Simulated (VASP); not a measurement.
A run of VASP 6.6.1 is set up as follows.

File INCAR:

```
PREC     = Accurate       # precision mode
ENCUT    = 520            # plane-wave cutoff, eV
EDIFF    = 1E-6           # SCF threshold, eV
ISMEAR   = 0              # smearing method
SIGMA    = 0.05           # smearing width, eV
LREAL    = F              # projectors in reciprocal space
LASPH    = T              # aspherical terms in the spheres
NELM     = 100            # most SCF steps
ALGO     = Normal         # electronic algorithm
ISIF     = 2              # what is computed and relaxed
LWAVE    = F              # write WAVECAR
LCHARG   = F              # write CHGCAR
GGA      = PE             # functional
NBANDS   = 11             # bands
```

File KPOINTS:

```
Automatic mesh
0
Gamma
  12 12 12
```

The input POSCAR:

```
BN
1.0
    0.0000000000      1.7801360689      1.9145365336
    1.9145365336      0.0000000000      1.9145365336
    1.9145365336      1.7801360689      0.0000000000
B N
1 1
Direct
    0.0000000000      0.0000000000      0.0000000000
    0.7500000000      0.7500000000      0.7500000000
```

Potentials or basis: VASP PAW PBE potentials, release 64 (B, N).

Command:

```sh
$ cat potpaw_PBE.64/B/POTCAR potpaw_PBE.64/N/POTCAR > POTCAR
$ mpirun -np 1 vasp_std > vasp.out
```

Question: What does it give for the pressure?

Answer: -28.8 GPa.

Question: Estimate the band gap on the k mesh.

Answer: 3.25 eV, indirect (least direct gap 7.66 eV).

Stress tensor (GPa, compression positive):
```
-41.05   0.00   0.00
  0.00  -4.27   0.00
  0.00   0.00 -41.05
```

 A k mesh can miss the band edges.
